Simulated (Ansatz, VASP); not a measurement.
# Two plane-wave programs on SnAs2

INCAR

```
SYSTEM = SnAs2
PREC = Accurate ; ENCUT = 600
EDIFF = 1E-6 ; ISMEAR = 0
SIGMA = 0.1 ; LREAL = .False.
LASPH = .True. ; NELM = 80
ALGO = Normal ; ISIF = 3
LWAVE = .False. ; LCHARG = .False.
GGA = PE ; IBRION = 2
NSW = 100 ; EDIFFG = -0.01
```

File KPOINTS:

```
regular mesh
0
Gamma
  12 12 12
  0 0 0
```

Contents of POSCAR:

```
SnAs2
1.0
    0.0000000000      3.3792645243      3.3792645243
    3.3792645243      0.0000000000      3.3792645243
    3.3792645243      3.3792645243      0.0000000000
Sn As
1 2
Direct
    0.0000000000      0.0000000000      0.0000000000
    0.2500000000      0.2500000000      0.2500000000
    0.7500000000      0.7500000000      0.7500000000
```

Input for Ansatz:

```yaml
crystal:
  lattice:
    - [0.0, 3.3792645243, 3.3792645243]
    - [3.3792645243, 0.0, 3.3792645243]
    - [3.3792645243, 3.3792645243, 0.0]
  atoms:
    - { symbol: Sn, position: [0.0, 0.0, 0.0] }
    - { symbol: As, position: [0.25, 0.25, 0.25] }
    - { symbol: As, position: [0.75, 0.75, 0.75] }
basis:
  ecutwfc: 420
kpoints:
  mp_grid: { grid: [12, 12, 12] }
hamiltonian:
  xc: pbe
scf:
  occupations: { method: gaussian, width: 0.1 }
output:
  forces: true
  stress: true
  eigenvalues: true
  write_density: true
  write_potential: true
  elf: true
  volumetric_format: npy
relax:
  adjacent_minimum: "off"
  f_tol: 0.01
  max_steps: 80
  cell: { stress_tol: 0.05 }
```

Change from the starting cell: species swapped into the Mg2Ge type (Fm-3m, No. 225).

Alike in both runs: task relaxation of cell and atoms; functional PBE; k mesh 12 × 12 × 12; occupations gaussian, width 0.1 eV; no spin polarisation.

|  | VASP | Ansatz |
| --- | --- | --- |
| version | VASP 6.6.1 | Ansatz 0.2.0 |
| potentials or method | VASP PAW PBE potentials, release 64 (Sn_d, As), cutoff 600 eV | scalar-relativistic, plane waves, PAW |
| valence electrons in the cell | 24 | 44 |

Ansatz gave:

* gap on the k mesh at the Fermi level, each at its own relaxed structure (eV): none
* relaxed volume (Å³/atom): 25.59
* relaxed cell length with the largest relative difference (Å): 4.770

Question: Estimate VASP's values.

Answer: gap on the k mesh at the Fermi level, each at its own relaxed structure (eV): none; relaxed volume (Å³/atom): 25.61; relaxed cell length with the largest relative difference (Å): 4.772.

A gap of «none» marks a metal or a gap that the smearing closes. VASP's potentials hold 24 valence electrons a cell and Ansatz's 44, so a difference there can come from the potentials and not from the codes.
